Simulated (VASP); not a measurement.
# Sn (I4/mmm) in VASP: notebook

Sn is run at these levels: PBEsol; tasks: single point.

All numbers are computed with VASP 6.6.1; they aren't measurements. Logs are shortened: lines on timing, memory, paths and dates and some standing lists are left out, and cuts for length are marked.

## (1) The cell of the first run

It takes space group I4/mmm (No. 139, tetragonal). The conventional cell has a = 3.745 Å, b = 3.745 Å, c = 3.558 Å, α = 90.00°, β = 90.00°, γ = 90.00°. Sn (site symmetry 4/mmm) has 14 Sn at 3.19 to 3.74 Å within 4.2 Å.

## (2) Single point, PBEsol (strain +0.000 along x and y, -0.050 along z)

Input file INCAR:

```
SYSTEM = Sn
PREC     = Accurate       ! precision mode
ENCUT    = 520            ! plane-wave cutoff, eV
EDIFF    = 1E-7           ! SCF threshold, eV
ISMEAR   = 0              ! smearing method
SIGMA    = 0.15           ! smearing width, eV
LREAL    = .FALSE.        ! projectors in reciprocal space
LASPH    = .TRUE.         ! aspherical terms in the spheres
NELM     = 60             ! most SCF steps
ALGO     = Fast           ! electronic algorithm
ISIF     = 2              ! what is computed and relaxed
LWAVE    = .FALSE.        ! write WAVECAR
LCHARG   = .FALSE.        ! write CHGCAR
GGA      = PS             ! functional
NBANDS   = 13             ! bands
```

Input file KPOINTS:

```
Automatic mesh
0
G
  22 22 22
  0 0 0
```

Input file POSCAR:

```
Sn
1.0
   -1.8723950223      1.8723950223      1.7787752712
    1.8723950223     -1.8723950223      1.7787752712
    1.8723950223      1.8723950223     -1.7787752712
Sn
1
Direct
    0.0000000000      0.0000000000      0.0000000000
```

Potentials or basis: VASP PAW PBE potentials, release 64 (Sn_d).

The run is started by

```
$ cat potpaw_PBE.64/Sn_d/POTCAR > POTCAR
$ mpirun -np 1 vasp_std > vasp.out
```

OUTCAR:

```text
SYSTEM = Sn
   PREC = Accurate
   ENCUT = 520
   EDIFF = 1E-7
   ISMEAR = 0
   LREAL = .FALSE.
   LASPH = .TRUE.
   NELM = 60
   ISIF = 2
   GGA = PS

 ion  position               nearest neighbor table
   1  0.000  0.000  0.000-

  LATTYP: Found a body centered tetragonal cell.
 ALAT       =     3.7447900446
 C/A-ratio  =     0.9500000000

  Lattice vectors:

 A1 = (  -1.8723950223,   1.8723950223,   1.7787752712)
 A2 = (   1.8723950223,  -1.8723950223,   1.7787752712)
 A3 = (   1.8723950223,   1.8723950223,  -1.7787752712)

Analysis of symmetry for initial positions (statically):
=====================================================================
 Subroutine PRICEL returns:
 Original cell was already a primitive cell.

 Routine SETGRP: Setting up the symmetry group for a
 body centered tetragonal supercell.

 Subroutine GETGRP returns: Found 16 space group operations
 (whereof 16 operations were pure point group operations)
 out of a pool of 16 trial point group operations.

The static configuration has the point symmetry D_4h.

Analysis of symmetry for dynamics (positions and initial velocities):
=====================================================================
 Subroutine PRICEL returns:
 Original cell was already a primitive cell.

 Routine SETGRP: Setting up the symmetry group for a
 body centered tetragonal supercell.

 Subroutine GETGRP returns: Found 16 space group operations
 (whereof 16 operations were pure point group operations)
 out of a pool of 16 trial point group operations.

The dynamic configuration has the point symmetry D_4h.

 Subroutine INISYM returns: Found 16 space group operations
 (whereof 16 operations are pure point group operations),
 and found     1 'primitive' translations

----------------------------------------------------------------------------------------

                                     Primitive cell

  volume of cell :      24.9446

  direct lattice vectors                    reciprocal lattice vectors
    -1.872395022  1.872395022  1.778775271     0.000000000  0.267037668  0.281092282
     1.872395022 -1.872395022  1.778775271     0.267037668  0.000000000  0.281092282
     1.872395022  1.872395022 -1.778775271     0.267037668  0.267037668  0.000000000

  length of vectors
     3.189947916  3.189947916  3.189947916     0.387713795  0.387713795  0.377648292

  position of ions in fractional coordinates (direct lattice)
     0.000000000  0.000000000  0.000000000

  ion indices of the primitive-cell ions
   primitive index   ion index
                 1           1

[... 82 lines left out ...]
   NELECT =      14.0000    total number of electrons
   NUPDOWN=      -1.0000    fix difference up-down
   EMIN   =  10.00;   EMAX   =-10.00  energy-range for DOS
   EFERMI =   0.00;   METHOD = LEGACY
   ISMEAR =     0;   SIGMA  =   0.15  broadening in eV -4-tet -1-fermi 0-gaus
   EFERMI_NEDOS =   21; number of points for ismear=-14 and -15
   IALGO  =     68    algorithm
   IMIX   =      4    mixing-type and parameters
     AMIX     =   0.40;   BMIX     =  1.00
     AMIX_MAG =   1.60;   BMIX_MAG =  1.00
  volume/ion in A,a.u.               =      24.94       168.33
  Fermi-wavevector in a.u.,A,eV,Ry     =   1.350389  2.551865 24.810903  1.823550
  Thomas-Fermi vector in A             =   2.477897
   LORBIT       =      0    0 simple, 1 ext, 2 COOP (PROOUT), +10 PAW based schemes
   GGA     = PS    functional components
   LHFCALC =     F    Hartree Fock is set to
   AEXX    =    0.0000 exact exchange contribution
   IVDW    =     0    specifies the selected vdW correction
   LEPSILON=     F    determine dielectric tensor
   LRPA    =     F    only Hartree local field effects (RPA)
 non-spin polarized calculation
 RMM-DIIS sequential band-by-band and
 Gauss-broadening in eV      SIGMA  =   0.15
  energy-cutoff  :      520.00
  volume of cell :       24.94
 maximum number of plane-waves:       688
   NGX = 11   NGY = 11   NGZ = 11

 number of electron      14.0000004 magnetization

 Free energy of the ion-electron system (eV)
  ---------------------------------------------------
  ext. energy  EPLUGINS =         0.00000000
  ---------------------------------------------------
  free energy    TOTEN  =        -4.22506654 eV

  energy without entropy =       -4.21906726  energy(sigma->0) =       -4.22206690

 E-fermi :   8.9976     XC(G=0): -10.9147

 val. band max:        8.9975795987   @ k =  -0.2273  -0.3182   0.0455
 cond. band min:       8.9982110913   @ k =   0.3636   0.3636   0.0909
 fundamental gap:      0.0006314926
 Fermi energy:         8.9976243095

 k-point     1 :       0.0000    0.0000    0.0000
  band No.  band energies     occupation
      1     -12.5117      2.00000
      2     -12.4908      2.00000
      3     -12.4908      2.00000
      4     -12.3381      2.00000
      5     -12.3039      2.00000
      6      -2.7453      2.00000
      7      17.5912      0.00000
      8      17.5912      0.00000
      9      18.0728      0.00000
     10      21.1716      0.00000
     11      21.1716      0.00000
     12      21.7017      0.00000
     13      21.8116      0.00000
[... 354 lines left out ...]
  band No.  band energies     occupation
      1     -12.5618      2.00000
      2     -12.4841      2.00000
      3     -12.3304      2.00000
      4     -12.3157      2.00000
      5     -12.2224      2.00000
      6       1.6843      2.00000
      7       5.4117      2.00000
      8      12.5280      0.00000
      9      14.2414      0.00000
     10      17.3952      0.00000
     11      17.9864      0.00000
     12      24.5390      0.00000
     13      25.6116      0.00000

 [... further k-points ...]

------------------------ aborting loop because EDIFF is reached ----------------------------------------

  FORCE on cell =-STRESS in cart. coord.  units (eV):
  Direction    XX          YY          ZZ          XY          YZ          ZX
  --------------------------------------------------------------------------------------
  -------------------------------------------------------------------------------------
  Total        0.5000741      0.5000741      0.3511862      0.0000000      0.0000000      0.0000000
  in kB       32.1195097     32.1195097     22.5565160      0.0000000      0.0000000      0.0000000
  external PRESSURE =      28.9318451 kB  Pullay stress =       0.0000000 kB

 VOLUME and BASIS-vectors are now :
 -----------------------------------------------------------------------------
  energy-cutoff  :      520.00
  volume of cell :       24.94
      direct lattice vectors                 reciprocal lattice vectors
    -1.872395022  1.872395022  1.778775271     0.000000000  0.267037668  0.281092282
     1.872395022 -1.872395022  1.778775271     0.267037668  0.000000000  0.281092282
     1.872395022  1.872395022 -1.778775271     0.267037668  0.267037668  0.000000000

 POSITION                                       TOTAL-FORCE (eV/Angst)
 -----------------------------------------------------------------------------------
      0.00000      0.00000      0.00000         0.000000      0.000000      0.000000
 -----------------------------------------------------------------------------------
    total drift:                               -0.000000      0.000000      0.000000

  FREE ENERGIE OF THE ION-ELECTRON SYSTEM (eV)
  ---------------------------------------------------
  free  energy   TOTEN  =        -4.2250665437 eV

  energy  without entropy=       -4.2190672582  energy(sigma->0) =       -4.22206690
```

Run time: 2.4 min. Hardware: 1 thread of AMD EPYC 9R45 (Zen 5), shared host; peak memory 0.31 GiB.

What came out:

| Quantity | Value |
| --- | --- |
| Free energy | -4.2251 eV |
| Pressure | 2.9 GPa |
| Band gap on the k mesh | zero (bands 7 and 8 overlap by 11.26 eV) |

Stress tensor (GPa, compression positive):
```
3.21 0.00 0.00
0.00 3.21 0.00
0.00 0.00 2.26
```

Levels at points of the mesh, in eV from the Fermi level:
```csv
k point,band 5,band 6,band 7,band 8,band 9,band 10
"(0.00, 0.00, 0.00)",-21.30,-11.74,8.59,8.59,9.08,12.17
"(0.50, 0.00, 0.00)",-21.20,-6.37,-4.82,3.69,5.42,8.22
"(0.50, 0.50, 0.00)",-21.21,-6.76,-4.97,4.41,6.39,9.07
"(0.50, 0.50, 0.50)",-21.22,-2.05,-0.91,-0.91,0.15,3.58
```

Caveat: the cell differs from its parent crystal (strain +0.000 along x and y, -0.050 along z); the PAW data sets were made with another functional, which shifts forces and pressure a little; spin-orbit coupling is left out, which moves the levels of the heavy elements.

## (3) Single point, PBEsol (strain -0.025 along x and y, +0.000 along z)

Input file INCAR:

```
PREC     = Accurate       # precision mode
ENCUT    = 520            # plane-wave cutoff, eV
EDIFF    = 1E-6           # SCF threshold, eV
ISMEAR   = 0              # smearing method
SIGMA    = 0.15           # smearing width, eV
LREAL    = False          # projectors in reciprocal space
LASPH    = True           # aspherical terms in the spheres
NELM     = 80             # most SCF steps
ALGO     = Fast           # electronic algorithm
ISIF     = 2              # what is computed and relaxed
LWAVE    = False          # write WAVECAR
LCHARG   = True           # write CHGCAR
GGA      = PS             # functional
LELF     = True           # ELF
LVHAR    = True         
NBANDS   = 13             # bands
```

Input file KPOINTS:

```
regular mesh
0
Gamma
  22 22 22
```

Input file POSCAR:

```
Sn
1.0
   -1.8255851467      1.8255851467      1.8723950223
    1.8255851467     -1.8255851467      1.8723950223
    1.8255851467      1.8255851467     -1.8723950223
Sn
1
Direct
    0.0000000000      0.0000000000      0.0000000000
```

Potentials or basis: VASP PAW PBE potentials, release 64 (Sn_d).

The run is started by

```
$ cat potpaw_PBE.64/Sn_d/POTCAR > POTCAR
$ mpirun -np 1 vasp_std > vasp.out
```

OUTCAR:

```text
PREC = Accurate
   ENCUT = 520
   EDIFF = 1E-6
   ISMEAR = 0
   LREAL = False
   LASPH = True
   NELM = 80
   ISIF = 2
   GGA = PS

 ion  position               nearest neighbor table
   1  0.000  0.000  0.000-

  LATTYP: Found a body centered tetragonal cell.
 ALAT       =     3.6511702934
 C/A-ratio  =     1.0256410257

  Lattice vectors:

 A1 = (  -1.8255851467,   1.8255851467,   1.8723950223)
 A2 = (   1.8255851467,  -1.8255851467,   1.8723950223)
 A3 = (   1.8255851467,   1.8255851467,  -1.8723950223)
[... 563 lines left out ...]
     13      25.6080      0.00000

 [... further k-points ...]

------------------------ aborting loop because EDIFF is reached ----------------------------------------

  FORCE on cell =-STRESS in cart. coord.  units (eV):
  Direction    XX          YY          ZZ          XY          YZ          ZX
  --------------------------------------------------------------------------------------
  -------------------------------------------------------------------------------------
  Total        0.4353836      0.4353836      0.4285705      0.0000000     -0.0000000      0.0000000
  in kB       27.9460835     27.9460835     27.5087696      0.0000000     -0.0000000      0.0000000
  external PRESSURE =      27.8003122 kB  Pullay stress =       0.0000000 kB

 VOLUME and BASIS-vectors are now :
 -----------------------------------------------------------------------------
  energy-cutoff  :      520.00
  volume of cell :       24.96
      direct lattice vectors                 reciprocal lattice vectors
    -1.825585147  1.825585147  1.872395022     0.000000000  0.273884788  0.267037668
     1.825585147 -1.825585147  1.872395022     0.273884788  0.000000000  0.267037668
     1.825585147  1.825585147 -1.872395022     0.273884788  0.273884788  0.000000000

 POSITION                                       TOTAL-FORCE (eV/Angst)
 -----------------------------------------------------------------------------------
      0.00000      0.00000      0.00000         0.000000      0.000000      0.000000
 -----------------------------------------------------------------------------------
    total drift:                               -0.000000      0.000000      0.000000

  FREE ENERGIE OF THE ION-ELECTRON SYSTEM (eV)
  ---------------------------------------------------
  free  energy   TOTEN  =        -4.2236363737 eV

  energy  without entropy=       -4.2180184861  energy(sigma->0) =       -4.22082743
```

OSZICAR:

```text
N       E                     dE             d eps       ncg     rms          rms(c)
DAV:   1     0.803902496586E+02    0.80390E+02   -0.71326E+03 22403   0.165E+03
DAV:   2     0.131645281717E+01   -0.79074E+02   -0.76429E+02 23064   0.343E+02
DAV:   3    -0.413808491798E+01   -0.54545E+01   -0.54327E+01 25832   0.726E+01
DAV:   4    -0.424514243381E+01   -0.10706E+00   -0.10703E+00 25357   0.108E+01
DAV:   5    -0.424863960192E+01   -0.34972E-02   -0.34971E-02 27851   0.191E+00    0.159E+00
RMM:   6    -0.422982874465E+01    0.18811E-01   -0.15996E-02 27549   0.171E+00    0.888E-01
RMM:   7    -0.422388866145E+01    0.59401E-02   -0.11123E-02 27217   0.128E+00    0.132E-01
RMM:   8    -0.422360402600E+01    0.28464E-03   -0.10579E-03 30705   0.431E-01    0.340E-02
RMM:   9    -0.422363286569E+01   -0.28840E-04   -0.31373E-04 34004   0.163E-01    0.292E-02
RMM:  10    -0.422363556682E+01   -0.27011E-05   -0.42397E-05 29258   0.952E-02    0.143E-02
RMM:  11    -0.422363587587E+01   -0.30905E-06   -0.21560E-05 32120   0.503E-02    0.347E-03
RMM:  12    -0.422363637365E+01   -0.49779E-06   -0.54608E-06 23718   0.222E-02
   1 F= -.42236364E+01 E0= -.42208274E+01  d E =-.561789E-02
```

stdout:

```text
POSCAR found type information on POSCAR Sn
 POSCAR found :  1 types and       1 ions
 scaLAPACK will be used
 -----------------------------------------------------------------------------
|                                                                             |
|                                                                             |
|     You enforced a specific xc type in the INCAR file but a different       |
|     I HOPE YOU KNOW WHAT YOU ARE DOING!                                     |
|                                                                             |
 -----------------------------------------------------------------------------

 LDA part: xc-table for (Slater+PW92), standard interpolation
 POSCAR, INCAR and KPOINTS ok, starting setup
 FFT: planning ... GRIDC
 FFT: planning ... GRID_SOFT
 FFT: planning ... GRID
 WAVECAR not read
 entering main loop
WARNING in EDDRMM: call to ZHEGV failed, returncode =   8  4     12
WARNING in EDDRMM: call to ZHEGV failed, returncode =   8  4     10
WARNING in EDDRMM: call to ZHEGV failed, returncode =   8  4     10
WARNING in EDDRMM: call to ZHEGV failed, returncode =   6  3     12
WARNING in EDDRMM: call to ZHEGV failed, returncode =   6  3     10
WARNING in EDDRMM: call to ZHEGV failed, returncode =   6  3     11
WARNING in EDDRMM: call to ZHEGV failed, returncode =   8  4     13
WARNING in EDDRMM: call to ZHEGV failed, returncode =   6  3     10
WARNING in EDDRMM: call to ZHEGV failed, returncode =   6  3     11
```

Run time: 2.3 min. Hardware: 1 thread of AMD EPYC 9R45 (Zen 5), shared host; peak memory 0.31 GiB.

Results:

```
Free energy            : -4.2236 eV
Pressure               : 2.8 GPa
Band gap on the k mesh : zero (bands 7 and 8 overlap by 11.35 eV)
```

Levels at points of the mesh, in eV from the Fermi level:
```tsv
k point	band 4	band 5	band 6	band 7	band 8	band 9	band 10	band 11
(0.00, 0.00, 0.00)	-21.32	-21.30	-11.73	8.68	8.83	8.83	12.09	12.45
(0.50, 0.00, 0.00)	-21.32	-21.20	-6.56	-4.89	4.03	5.90	8.63	8.74
(0.50, 0.50, 0.00)	-21.31	-21.20	-6.38	-4.81	3.69	5.43	8.22	8.31
(0.50, 0.50, 0.50)	-21.23	-21.23	-1.99	-0.90	-0.39	-0.39	3.74	3.97
```

Caveat: the cell differs from its parent crystal (strain -0.025 along x and y, +0.000 along z); the PAW data sets were made with another functional, which shifts forces and pressure a little; spin-orbit coupling is left out, which moves the levels of the heavy elements.
